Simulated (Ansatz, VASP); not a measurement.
One calculation of Pb, two programs

POSCAR

```
Pb
1.0
    0.0000000000      2.4946408835      2.4946408835
    2.4946408835      0.0000000000      2.4946408835
    2.4946408835      2.4946408835      0.0000000000
Pb
1
Direct
    0.0000000000      0.0000000000      0.0000000000
```

INCAR.step1

```
SYSTEM = Pb
ALGO = Normal
EDIFF = 1E-4
ENCUT = 520
GGA = PE
ISMEAR = -1
LASPH = .TRUE.
LCHARG = .FALSE.
LREAL = .FALSE.
LWAVE = .TRUE.
NBANDS = 13
NELM = 100
PREC = Accurate
SIGMA = 0.1
```

Contents of INCAR.step2:

```
SYSTEM = Pb
ALGO = Normal
EDIFF = 1E-7
ENCUT = 520
ISIF = 2
ISMEAR = -1
ISTART = 1
LASPH = .TRUE.
LCHARG = .FALSE.
LMIXTAU = .TRUE.
LREAL = .FALSE.
LWAVE = .FALSE.
METAGGA = R2SCAN
NBANDS = 13
NELM = 100
PREC = Accurate
SIGMA = 0.1
```

Contents of KPOINTS:

```
k-points
0
G
  3 3 3
  0 0 0
```

Input for Ansatz:

```yaml
crystal:
  lattice:
    - [0.0, 2.4946408835, 2.4946408835]
    - [2.4946408835, 0.0, 2.4946408835]
    - [2.4946408835, 2.4946408835, 0.0]
  atoms:
    - { symbol: Pb, position: [0.0, 0.0, 0.0] }
hamiltonian:
  xc: r2scan
  pseudopotentials:
    kind: paw
    azcp:
      Pb: "pseudopotentials/Pb.paw.azcp"
basis:
  ecutwfc: 500
  fft_grid_basis: typed
kpoints:
  mp_grid: { grid: [3, 3, 3], shift: [0, 0, 0] }
magnetization:
  spin_polarized: false
scf:
  occupations: { method: fermi_dirac, width: 0.1 }
  lower_state_search: "off"
output:
  stress: true
  write_density: true
  write_potential: true
  elf: true
  volumetric_format: npy
```

Alike in both runs: task single point; functional r2SCAN; k mesh 3 × 3 × 3; occupations fermi-dirac, width 0.1 eV; no spin polarisation.

```csv
,VASP,Ansatz
version,VASP 6.6.1,Ansatz 0.2.0
potentials or method,"VASP PAW PBE potentials, release 64 (Pb_d), cutoff 520 eV","plane waves (500 eV) with PAW, scalar-relativistic"
valence electrons in the cell,14,14
```

|  | VASP | Ansatz | Ansatz less VASP |
| --- | --- | --- | --- |
| pressure (GPa) | -0.8 | -0.8 | -0.02 |

VASP's potentials were made for PBE, not for r2SCAN. With one functional, cell and mesh, what is left measures potentials, basis and numerics.

The k mesh is coarse, so the values compare programs but aren't converged. Neither program's run includes spin-orbit coupling.
